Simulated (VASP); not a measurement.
# HfN (F-43m) in VASP: a series of runs, part 2 of 2

VASP 6.6.1.

## Step 4: Single point, LDA

This run uses another cell than the first one, of 14.40 Å³/atom, 1.058 times its volume.

File INCAR:

```
SYSTEM = HfN
PREC = Accurate ; ENCUT = 520
EDIFF = 1E-6 ; ISMEAR = 1
SIGMA = 0.1 ; LREAL = .FALSE.
LASPH = .TRUE. ; NELM = 80
ALGO = Normal ; ISIF = 2
LWAVE = .FALSE. ; LCHARG = .FALSE.
GGA = CA ; NBANDS = 14
```

File KPOINTS:

```
Automatic mesh
0
G
  10 10 10
  0 0 0
```

File POSCAR:

```
HfN
1.0
    0.0000000000      2.4328024911      2.4328024911
    2.4328024911      0.0000000000      2.4328024911
    2.4328024911      2.4328024911      0.0000000000
Hf N
1 1
Direct
    0.0000000000      0.0000000000      0.0000000000
    0.7500000000      0.7500000000      0.7500000000
```

Potentials or basis: VASP PAW LDA potentials, release 64 (Hf_pv, N).

Started as:

```sh
$ cat potpaw_LDA.64/Hf_pv/POTCAR potpaw_LDA.64/N/POTCAR > POTCAR
$ mpirun -np 1 vasp_std > vasp.out
```

OUTCAR:

```text
SYSTEM = HfN
   PREC = Accurate
   ENCUT = 520
   EDIFF = 1E-6
   ISMEAR = 1
   LREAL = .FALSE.
   LASPH = .TRUE.
   NELM = 80
   ISIF = 2
   GGA = CA

 ion  position               nearest neighbor table
   1  0.000  0.000  0.000-   2 2.11   2 2.11   2 2.11   2 2.11
   2  0.750  0.750  0.750-   1 2.11   1 2.11   1 2.11   1 2.11

  LATTYP: Found a face centered cubic cell.
 ALAT       =     4.8656049822

  Lattice vectors:

 A1 = (   0.0000000000,   2.4328024911,   2.4328024911)
 A2 = (   2.4328024911,   0.0000000000,   2.4328024911)
 A3 = (   2.4328024911,   2.4328024911,   0.0000000000)

Analysis of symmetry for initial positions (statically):
=====================================================================
 Subroutine PRICEL returns:
 Original cell was already a primitive cell.

 Routine SETGRP: Setting up the symmetry group for a
 face centered cubic supercell.

 Subroutine GETGRP returns: Found 24 space group operations
 (whereof 24 operations were pure point group operations)
 out of a pool of 48 trial point group operations.

The static configuration has the point symmetry T_d .

Analysis of symmetry for dynamics (positions and initial velocities):
=====================================================================
 Subroutine PRICEL returns:
 Original cell was already a primitive cell.

 Routine SETGRP: Setting up the symmetry group for a
 face centered cubic supercell.

 Subroutine GETGRP returns: Found 24 space group operations
 (whereof 24 operations were pure point group operations)
 out of a pool of 48 trial point group operations.

The dynamic configuration has the point symmetry T_d .

 Subroutine INISYM returns: Found 24 space group operations
 (whereof 24 operations are pure point group operations),
 and found     1 'primitive' translations

----------------------------------------------------------------------------------------

                                     Primitive cell

[... 114 lines left out ...]
   LORBIT       =      0    0 simple, 1 ext, 2 COOP (PROOUT), +10 PAW based schemes
   GGA     = CA    functional components
   LHFCALC =     F    Hartree Fock is set to
   AEXX    =    0.0000 exact exchange contribution
   IVDW    =     0    specifies the selected vdW correction
   LEPSILON=     F    determine dielectric tensor
   LRPA    =     F    only Hartree local field effects (RPA)
 non-spin polarized calculation
 Methfessel and Paxton  Order N= 1 SIGMA  =   0.10
  energy-cutoff  :      520.00
  volume of cell :       28.80
 maximum number of plane-waves:       794
 NGX is ok and might be reduce to    28
   NGX = 13   NGY = 13   NGZ = 13

 number of electron      15.0000001 magnetization

 Free energy of the ion-electron system (eV)
  ---------------------------------------------------
  ext. energy  EPLUGINS =         0.00000000
  ---------------------------------------------------
  free energy    TOTEN  =       -23.05379844 eV

  energy without entropy =      -23.05369180  energy(sigma->0) =      -23.05376290

 E-fermi :   5.7641     XC(G=0): -11.6345

 val. band max:        5.7541357339   @ k =   0.1000   0.0000   0.0000
 cond. band min:       5.8181019732   @ k =   0.4000   0.2000   0.0000
 fundamental gap:      0.0639662393
 Fermi energy:         5.7640618964

 k-point     1 :       0.0000    0.0000    0.0000
  band No.  band energies     occupation
      1     -25.0568      2.00000
      2     -25.0568      2.00000
      3     -25.0568      2.00000
      4     -10.2698      2.00000
      5       0.2048      2.00000
      6       0.2048      2.00000
      7       0.2048      2.00000
      8       5.2269      2.00000
      9       7.9682      0.00000
     10       7.9682      0.00000
     11      12.5008      0.00000
     12      12.5008      0.00000
     13      12.5008      0.00000
     14      17.3026      0.00000
[... 377 lines left out ...]
      1     -25.4870      2.00000
      2     -25.2130      2.00000
      3     -25.1967      2.00000
      4      -8.9526      2.00000
      5      -1.0769      2.00000
      6       1.5277      2.00000
      7       1.5973      2.00000
      8       4.9791      2.00000
      9       8.5860      0.00000
     10       9.2944      0.00000
     11      11.3668      0.00000
     12      11.7973      0.00000
     13      12.9157      0.00000
     14      17.0675      0.00000

 [... further k-points ...]
[... 5 lines left out ...]
  --------------------------------------------------------------------------------------
  -------------------------------------------------------------------------------------
  Total       -0.8875962     -0.8875962     -0.8875962      0.0000000     -0.0000000      0.0000000
  in kB      -49.3827731    -49.3827731    -49.3827731      0.0000000     -0.0000000      0.0000000
  external PRESSURE =     -49.3827731 kB  Pullay stress =       0.0000000 kB

 VOLUME and BASIS-vectors are now :
 -----------------------------------------------------------------------------
  energy-cutoff  :      520.00
  volume of cell :       28.80
      direct lattice vectors                 reciprocal lattice vectors
     0.000000000  2.432802491  2.432802491    -0.205524288  0.205524288  0.205524288
     2.432802491  0.000000000  2.432802491     0.205524288 -0.205524288  0.205524288
     2.432802491  2.432802491  0.000000000     0.205524288  0.205524288 -0.205524288

 POSITION                                       TOTAL-FORCE (eV/Angst)
 -----------------------------------------------------------------------------------
      0.00000      0.00000      0.00000        -0.000000     -0.000000     -0.000000
      3.64920      3.64920      3.64920         0.000000      0.000000      0.000000
 -----------------------------------------------------------------------------------
    total drift:                                0.000000      0.000000      0.000000

  FREE ENERGIE OF THE ION-ELECTRON SYSTEM (eV)
  ---------------------------------------------------
  free  energy   TOTEN  =       -23.0537984443 eV

  energy  without entropy=      -23.0536917984  energy(sigma->0) =      -23.05376290
```

OSZICAR:

```text
N       E                     dE             d eps       ncg     rms          rms(c)
DAV:   1     0.417848239444E+02    0.41785E+02   -0.78066E+03  1316   0.984E+02
DAV:   2    -0.243161993847E+02   -0.66101E+02   -0.62261E+02  1720   0.232E+02
DAV:   3    -0.266263688772E+02   -0.23102E+01   -0.23021E+01  1544   0.355E+01
DAV:   4    -0.266383839828E+02   -0.12015E-01   -0.12014E-01  1538   0.309E+00
DAV:   5    -0.266385059276E+02   -0.12194E-03   -0.12194E-03  1544   0.277E-01    0.576E+01
DAV:   6    -0.232499195830E+02    0.33886E+01   -0.12927E+01  1346   0.246E+01    0.417E+01
DAV:   7    -0.230928986664E+02    0.15702E+00   -0.70068E-01  1436   0.638E+00    0.254E+01
DAV:   8    -0.230596883641E+02    0.33210E-01   -0.10389E-01  1538   0.283E+00    0.589E+00
DAV:   9    -0.230539797388E+02    0.57086E-02   -0.15320E-02  1538   0.944E-01    0.168E+00
DAV:  10    -0.230538616562E+02    0.11808E-03   -0.12988E-03  1562   0.310E-01    0.405E-01
DAV:  11    -0.230537993744E+02    0.62282E-04   -0.16614E-04  1562   0.111E-01    0.588E-02
DAV:  12    -0.230537985206E+02    0.85378E-06   -0.16667E-05  1652   0.316E-02    0.231E-02
DAV:  13    -0.230537984443E+02    0.76349E-07   -0.31236E-07   994   0.532E-03
   1 F= -.23053798E+02 E0= -.23053763E+02  d E =-.106646E-03
```

stdout:

```text
POSCAR found type information on POSCAR HfN
 POSCAR found :  2 types and       2 ions
 scaLAPACK will be used
 LDA part: xc-table for (Slater(with rela. corr.)+CA(PZ))
 , standard interpolation
 POSCAR, INCAR and KPOINTS ok, starting setup
 FFT: planning ... GRIDC
 FFT: planning ... GRID_SOFT
 FFT: planning ... GRID
 WAVECAR not read
 entering main loop
```

Wall time 25 s (1 thread of Intel Xeon Platinum 8375C at 2.90GHz (Ice Lake), shared host); peak memory 0.15 GiB.

Results:

| Item | Value |
| --- | --- |
| Free energy | -23.0538 eV |
| Pressure | -4.9 GPa |

Levels at points of the mesh, in eV from the Fermi level:
| k point | band 4 | band 5 | band 6 | band 7 | band 8 | band 9 | band 10 | band 11 |
| --- | --- | --- | --- | --- | --- | --- | --- | --- |
| (0.00, 0.00, 0.00) | -16.03 | -5.56 | -5.56 | -5.56 | -0.54 | 2.20 | 2.20 | 6.74 |
| (0.50, 0.00, 0.00) | -14.86 | -5.71 | -4.95 | -4.95 | 1.61 | 2.74 | 2.74 | 4.37 |
| (0.50, 0.50, 0.00) | -14.46 | -7.04 | -3.58 | -3.58 | -1.10 | 2.20 | 4.07 | 4.78 |

Caveat: spin-orbit coupling is left out, which moves the levels of the heavy elements.

## Step 5: Overview

```tsv
cell	gap on the mesh (eV)	pressure (GPa)
a = 3.376 Å, angles 60.0°, 2 atoms	none	7.6
a = 3.409 Å, angles 60.0°, 2 atoms	none	0.8
a = 3.441 Å, angles 60.0°, 2 atoms	none	-4.9
```

Alike in all rows: task single point; level LDA; potentials or basis VASP PAW LDA potentials, release 64 (Hf_pv, N); no spin polarisation; k mesh 10 × 10 × 10; cutoff (eV) 520; smearing methfessel-paxton 0.1 eV.

Caveats: spin-orbit coupling is left out, which moves the levels of the heavy elements.

Total energies depend on the potentials used, so only differences within one code and one set of settings carry meaning.
